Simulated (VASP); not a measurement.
# Ba8F15 (a cell with a defect) in VASP: electric field gradients with PBE

Aim: the electric field gradients of Ba8F15 (a cell with a defect) with PBE.

All numbers are computed with VASP 6.6.1; they aren't measurements. Logs are shortened: lines on timing, memory, paths and dates and some standing lists are left out, and cuts for length are marked.

**1. The cell of the first run**

The cell holds a defect, 23 atoms: a = 8.805 Å, b = 8.805 Å, c = 8.805 Å, α = 60.00°, β = 60.00°, γ = 60.00°.

**2. Electric field gradients, PBE (atoms taken out)**

INCAR reads:

```
PREC = Accurate ; ENCUT = 520
EDIFF = 1E-8 ; ISMEAR = -1
SIGMA = 0.01 ; LREAL = F
LASPH = T ; NELM = 120
ALGO = Normal ; ISIF = 2
LWAVE = F ; LCHARG = F
GGA = PE ; LEFG = T
NELECT = 184.0 ; NBANDS = 110
GGA_COMPAT = F
```

KPOINTS reads:

```
Automatic mesh
0
Gamma
  3 3 3
```

POSCAR reads:

```
Ba8F15
1.0
    0.0000000000      6.2257308170      6.2257308170
    6.2257308170      0.0000000000      6.2257308170
    6.2257308170      6.2257308170      0.0000000000
Ba F
8 15
Direct
    0.0000000000      0.0000000000      0.0000000000
    0.0000000000      0.0000000000      0.5000000000
    0.0000000000      0.5000000000      0.0000000000
    0.0000000000      0.5000000000      0.5000000000
    0.5000000000      0.0000000000      0.0000000000
    0.5000000000      0.0000000000      0.5000000000
    0.5000000000      0.5000000000      0.0000000000
    0.5000000000      0.5000000000      0.5000000000
    0.1250000000      0.1250000000      0.6250000000
    0.1250000000      0.6250000000      0.1250000000
    0.1250000000      0.6250000000      0.6250000000
    0.6250000000      0.1250000000      0.1250000000
    0.6250000000      0.1250000000      0.6250000000
    0.6250000000      0.6250000000      0.1250000000
    0.6250000000      0.6250000000      0.6250000000
    0.3750000000      0.3750000000      0.3750000000
    0.3750000000      0.3750000000      0.8750000000
    0.3750000000      0.8750000000      0.3750000000
    0.3750000000      0.8750000000      0.8750000000
    0.8750000000      0.3750000000      0.3750000000
    0.8750000000      0.3750000000      0.8750000000
    0.8750000000      0.8750000000      0.3750000000
    0.8750000000      0.8750000000      0.8750000000
```

Potentials or basis: VASP PAW PBE potentials, release 64 (Ba_sv, F).

Started as:

```sh
cat potpaw_PBE.64/Ba_sv/POTCAR potpaw_PBE.64/F/POTCAR > POTCAR
mpirun -np 1 vasp_std > vasp.out
```

OUTCAR:

```text
PREC = Accurate
   ENCUT = 520
   EDIFF = 1E-8
   ISMEAR = -1
   LREAL = F
   LASPH = T
   NELM = 120
   ISIF = 2
   GGA = PE
   NELECT = 184.0

 ion  position               nearest neighbor table
   1  0.000  0.000  0.000-   9 2.70  10 2.70  12 2.70  19 2.70  21 2.70  22 2.70  23 2.70   3 4.40
                             5 4.40   2 4.40   2 4.40   4 4.40   6 4.40   3 4.40   4 4.40   7 4.40
   2  0.000  0.000  0.500-   9 2.70  11 2.70  13 2.70  18 2.70  20 2.70  22 2.70  23 2.70   4 4.40
                             6 4.40   1 4.40   1 4.40   3 4.40   5 4.40   3 4.40   4 4.40   8 4.40
   3  0.000  0.500  0.000-  10 2.70  11 2.70  14 2.70  17 2.70  20 2.70  21 2.70  23 2.70   4 4.40
                             7 4.40   1 4.40   2 4.40   4 4.40   8 4.40   1 4.40   2 4.40   5 4.40
   4  0.000  0.500  0.500-   9 2.70  10 2.70  11 2.70  15 2.70  16 2.70  20 2.70  21 2.70  22 2.70
                             8 4.40   2 4.40   3 4.40   1 4.40   3 4.40   7 4.40   1 4.40   2 4.40
   5  0.500  0.000  0.000-  12 2.70  13 2.70  14 2.70  17 2.70  18 2.70  19 2.70  23 2.70   6 4.40
                             7 4.40   1 4.40   2 4.40   6 4.40   8 4.40   3 4.40   7 4.40   8 4.40
   6  0.500  0.000  0.500-   9 2.70  12 2.70  13 2.70  15 2.70  16 2.70  18 2.70  19 2.70  22 2.70
                             8 4.40   2 4.40   5 4.40   1 4.40   5 4.40   7 4.40   4 4.40   7 4.40
   7  0.500  0.500  0.000-  10 2.70  12 2.70  14 2.70  15 2.70  16 2.70  17 2.70  19 2.70  21 2.70
                             8 4.40   3 4.40   5 4.40   4 4.40   6 4.40   8 4.40   1 4.40   5 4.40
   8  0.500  0.500  0.500-  11 2.70  13 2.70  14 2.70  15 2.70  16 2.70  17 2.70  18 2.70  20 2.70
                             7 4.40   4 4.40   6 4.40   3 4.40   5 4.40   7 4.40   2 4.40   5 4.40
   9  0.125  0.125  0.625-   1 2.70   2 2.70   4 2.70   6 2.70
  10  0.125  0.625  0.125-   1 2.70   3 2.70   4 2.70   7 2.70
  11  0.125  0.625  0.625-   2 2.70   3 2.70   4 2.70   8 2.70
  12  0.625  0.125  0.125-   1 2.70   5 2.70   6 2.70   7 2.70
  13  0.625  0.125  0.625-   2 2.70   5 2.70   6 2.70   8 2.70
  14  0.625  0.625  0.125-   3 2.70   5 2.70   7 2.70   8 2.70
  15  0.625  0.625  0.625-   4 2.70   6 2.70   7 2.70   8 2.70
  16  0.375  0.375  0.375-   4 2.70   6 2.70   7 2.70   8 2.70
  17  0.375  0.375  0.875-   3 2.70   5 2.70   7 2.70   8 2.70
  18  0.375  0.875  0.375-   2 2.70   5 2.70   6 2.70   8 2.70
  19  0.375  0.875  0.875-   1 2.70   5 2.70   6 2.70   7 2.70
  20  0.875  0.375  0.375-   2 2.70   3 2.70   4 2.70   8 2.70
  21  0.875  0.375  0.875-   1 2.70   3 2.70   4 2.70   7 2.70
  22  0.875  0.875  0.375-   1 2.70   2 2.70   4 2.70   6 2.70
  23  0.875  0.875  0.875-   1 2.70   2 2.70   3 2.70   5 2.70

  LATTYP: Found a face centered cubic cell.
 ALAT       =    12.4514616340

  Lattice vectors:

 A1 = (   0.0000000000,   6.2257308170,   6.2257308170)
 A2 = (   6.2257308170,   0.0000000000,   6.2257308170)
 A3 = (   6.2257308170,   6.2257308170,   0.0000000000)

Analysis of symmetry for initial positions (statically):
[... 641 lines left out ...]

 VOLUME and BASIS-vectors are now :
 -----------------------------------------------------------------------------
  energy-cutoff  :      520.00
  volume of cell :      482.62
      direct lattice vectors                 reciprocal lattice vectors
     0.000000000  6.225730817  6.225730817    -0.080311857  0.080311857  0.080311857
     6.225730817  0.000000000  6.225730817     0.080311857 -0.080311857  0.080311857
     6.225730817  6.225730817  0.000000000     0.080311857  0.080311857 -0.080311857

 POSITION                                       TOTAL-FORCE (eV/Angst)
 -----------------------------------------------------------------------------------
      0.00000      0.00000      0.00000        -0.559588     -0.559588     -0.559588
      3.11287      3.11287      0.00000         0.559588      0.559588     -0.559588
      3.11287      0.00000      3.11287         0.559588     -0.559588      0.559588
      6.22573      3.11287      3.11287        -0.011068      0.011068      0.011068
      0.00000      3.11287      3.11287        -0.559588      0.559588      0.559588
      3.11287      6.22573      3.11287         0.011068     -0.011068      0.011068
[... 15 lines left out ...]
      7.78216      7.78216     10.89503        -0.000000     -0.000000      0.604487
     10.89503     10.89503     10.89503         0.000000     -0.000000     -0.000000
 -----------------------------------------------------------------------------------
    total drift:                               -0.000000     -0.000000     -0.000000

  FREE ENERGIE OF THE ION-ELECTRON SYSTEM (eV)
  ---------------------------------------------------
  free  energy   TOTEN  =      -131.7677661048 eV

  energy  without entropy=     -131.7677661048  energy(sigma->0) =     -131.76776610

 Electric field gradients (V/A^2)
---------------------------------------------------------------------
 ion       V_xx      V_yy      V_zz      V_xy      V_xz      V_yz
---------------------------------------------------------------------
   1       0.000    -0.000    -0.000    93.673    93.673    93.673
   2       0.000     0.000    -0.000    93.673   -93.673   -93.673
   3       0.000    -0.000     0.000   -93.673    93.673   -93.673
   4       0.000    -0.000    -0.000     6.103     6.103    -6.103
   5      -0.000     0.000     0.000   -93.673   -93.673    93.673
   6      -0.000     0.000    -0.000     6.103    -6.103     6.103
[... 15 lines left out ...]
  22      -5.928    -5.928    11.857     0.400     0.001     0.001
  23      -0.000    -0.000     0.000     0.001     0.001     0.001
---------------------------------------------------------------------

 Electric field gradients after diagonalization (V/A^2)
 (convention: |V_zz| > |V_xx| > |V_yy|)
----------------------------------------------------------------------
 ion       V_xx      V_yy      V_zz     asymmetry (V_yy - V_xx)/ V_zz
----------------------------------------------------------------------
   1     -93.673   -93.673   187.347       0.000
   2     -93.673   -93.673   187.346       0.000
   3     -93.673   -93.673   187.346       0.000
   4       6.103     6.103   -12.206       0.000
   5     -93.673   -93.673   187.346       0.000
   6       6.103     6.103   -12.206       0.000
[... 15 lines left out ...]
  22      -6.329    -5.528    11.857       0.067
  23      -0.001    -0.001     0.002       0.000
----------------------------------------------------------------------

           NMR quadrupolar parameters

 Cq : quadrupolar parameter    Cq=e*Q*V_zz/h
 eta: asymmetry parameters     (V_yy - V_xx)/ V_zz
 Q  : nuclear electric quadrupole moment in mb (millibarn)
----------------------------------------------------------------------
 ion       Cq(MHz)       eta       Q (mb)
----------------------------------------------------------------------
   1       0.453       0.000       1.000
   2       0.453       0.000       1.000
   3       0.453       0.000       1.000
   4      -0.030       0.000       1.000
   5       0.453       0.000       1.000
   6      -0.030       0.000       1.000
[... 15 lines left out ...]
  22       0.029       0.067       1.000
  23       0.000       0.000       1.000
----------------------------------------------------------------------
```

OSZICAR:

```text
N       E                     dE             d eps       ncg     rms          rms(c)
DAV:   1     0.152607782566E+04    0.15261E+04   -0.95855E+04   880   0.155E+03
DAV:   2    -0.235791982171E+02   -0.15497E+04   -0.15127E+04  1120   0.350E+02
[... 11 lines left out ...]
DAV:  14    -0.131767763033E+03    0.38463E-04   -0.34571E-04  1056   0.559E-02    0.670E-03
DAV:  15    -0.131767764593E+03   -0.15595E-05   -0.17721E-05  1088   0.134E-02    0.582E-03
DAV:  16    -0.131767766431E+03   -0.18384E-05   -0.37286E-06   992   0.639E-03    0.521E-03
DAV:  17    -0.131767765800E+03    0.63106E-06   -0.23325E-06  1056   0.477E-03    0.141E-03
DAV:  18    -0.131767766100E+03   -0.29981E-06   -0.26555E-07  1184   0.180E-03    0.685E-04
DAV:  19    -0.131767766105E+03   -0.50240E-08   -0.45892E-08   936   0.856E-04
   1 F= -.13176777E+03 E0= -.13176777E+03  d E =-.460636E-14
```

Wall time 12 min (1 thread of Oxide Virtual Turin-like, shared host); peak memory 0.72 GiB.

Results:

- Free energy: -131.7678 eV
- Largest force: 0.969 eV/Å
- Largest electric field gradient by atom: Ba +187.3, -12.2 (each value once); F -4.2, +0.0, +11.9 (each value once) V/Å²

Forces in eV/Å, atoms in the order of the input:
```
Ba  -0.560 -0.560 -0.560
Ba   0.560  0.560 -0.560
Ba   0.560 -0.560  0.560
Ba  -0.011  0.011  0.011
Ba  -0.560  0.560  0.560
Ba   0.011 -0.011  0.011
Ba   0.011  0.011 -0.011
Ba  -0.011 -0.011 -0.011
F    0.000  0.000 -0.216
F    0.000 -0.216  0.000
F    0.216  0.000  0.000
F   -0.216  0.000  0.000
F    0.000  0.216  0.000
F    0.000  0.000  0.216
F    0.000  0.000  0.000
F    0.000  0.000  0.000
F    0.000  0.000 -0.604
F    0.000 -0.604  0.000
F    0.604  0.000  0.000
F   -0.604  0.000  0.000
F    0.000  0.604  0.000
F    0.000  0.000  0.604
F    0.000  0.000  0.000
```

Levels at points of the mesh, in eV from the Fermi level:
| k point | band 90 | band 91 | band 92 | band 93 | band 94 | band 95 |
| --- | --- | --- | --- | --- | --- | --- |
| (0.00, 0.00, 0.00) | -0.34 | -0.34 | -0.34 | 4.48 | 6.27 | 6.27 |

Electric field gradients, principal values (V/Å²):
| atom | least | middle | greatest (by size) |
| --- | --- | --- | --- |
| 1 Ba | -93.673 | -93.673 | 187.347 |
| 2 Ba | -93.673 | -93.673 | 187.346 |
| 3 Ba | -93.673 | -93.673 | 187.346 |
| 4 Ba | 6.103 | 6.103 | -12.206 |
| 5 Ba | -93.673 | -93.673 | 187.346 |
| 6 Ba | 6.103 | 6.103 | -12.206 |
| 7 Ba | 6.103 | 6.103 | -12.206 |
| 8 Ba | 6.103 | 6.103 | -12.206 |
| 9 F | 0.295 | 3.857 | -4.152 |
| 10 F | 0.295 | 3.857 | -4.152 |
| 11 F | 0.294 | 3.856 | -4.150 |
| 12 F | 0.295 | 3.857 | -4.152 |
| 13 F | 0.294 | 3.856 | -4.150 |
| 14 F | 0.294 | 3.856 | -4.150 |
| 15 F | -0.001 | -0.001 | 0.002 |
| 16 F | -0.001 | -0.001 | 0.002 |
| 17 F | -5.531 | -6.326 | 11.857 |
| 18 F | -5.531 | -6.326 | 11.857 |
| 19 F | -5.528 | -6.329 | 11.857 |
| 20 F | -5.531 | -6.326 | 11.857 |
| 21 F | -5.528 | -6.329 | 11.857 |
| 22 F | -5.528 | -6.329 | 11.857 |
| 23 F | -0.001 | -0.001 | 0.002 |

Caveat: the cell carries a net charge on a neutralising background, which shifts energy and pressure; the cell differs from its parent crystal (atoms taken out); the cell is charged against a uniform background, so pressure and absolute levels hang on convention; without QUAD_EFG the Cq values of the log hold for a quadrupole moment of 1 mb, not for the nuclei; spin-orbit coupling is left out, which moves the levels of the heavy elements.
